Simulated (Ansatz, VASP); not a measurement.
Two plane-wave programs on PtS2

The input INCAR:

```
ALGO = Normal
EDIFF = 1E-6
ENCUT = 570
GGA = PE
GGA_COMPAT = F
ISIF = 2
ISMEAR = -1
LASPH = T
LCHARG = F
LREAL = F
LWAVE = F
NBANDS = 22
NELM = 120
PREC = Accurate
SIGMA = 0.05
```

The input KPOINTS:

```
k-points
0
Gamma
  9 9 5
```

The input POSCAR:

```
PtS2
1.0
    3.4708695004      0.0000000000      0.0000000000
   -1.7354347502      3.0058611606      0.0000000000
    0.0000000000      0.0000000000      4.9359384846
Pt S
1 2
Direct
    0.0000000000      0.0000000000      0.0000000000
    0.6666666667      0.3333333333      0.7730000000
    0.3333333333      0.6666666667      0.2270000000
```

Contents of input.yaml:

```yaml
crystal:
  lattice:
    - [3.4708695004, 0.0, 0.0]
    - [-1.7354347502, 3.0058611606, 0.0]
    - [0.0, 0.0, 4.9359384846]
  atoms:
    - { symbol: Pt, position: [0.0, 0.0, 0.0] }
    - { symbol: S, position: [0.6666666667, 0.3333333333, 0.773] }
    - { symbol: S, position: [0.3333333333, 0.6666666667, 0.227] }
hamiltonian:
  xc: pbe
  pseudopotentials: { kind: paw }
kpoints:
  mp_grid: { grid: [9, 9, 5] }
scf:
  occupations: { method: fermi_dirac, width: 0.05 }
output:
  forces: true
  stress: true
  eigenvalues: true
  write_density: true
  write_potential: true
  elf: true
  volumetric_format: npy
```

Alike in both runs: task single point; functional PBE; k mesh 9 × 9 × 5; occupations fermi-dirac, width 0.05 eV; no spin polarisation.

|  | VASP | Ansatz |
| --- | --- | --- |
| version | VASP 6.6.1 | Ansatz 0.2.0 |
| potentials or method | VASP PAW PBE potentials, release 64 (Pt_sv_GW, S) | Ansatz PAW |
| plane-wave cutoff (eV) | 570 | 420 |
| valence electrons in the cell | 30 | 30 |

```tsv
	VASP	Ansatz	Ansatz less VASP
gap on the k mesh at the Fermi level (eV)	1.09	1.08	-0.014
least direct gap on the mesh (eV)	1.14	1.13	-0.013
pressure (GPa)	23.2	24.1	+0.94
traceless stress, the component that is largest in VASP (GPa)	-4.77	-4.97	-0.199
rms of the force components (eV/Å)	1.075	1.092	+0.0174
```

Atom by atom the forces differ by 0.017 eV/Å (rms over components). The functional is the same, so the differences come from potentials, cutoffs and numerics.

Neither program's run includes spin-orbit coupling. Noted on Ansatz's run: odd divisions of the mesh miss points on the zone boundary, where band edges often lie, so the gap on the mesh can be too wide.
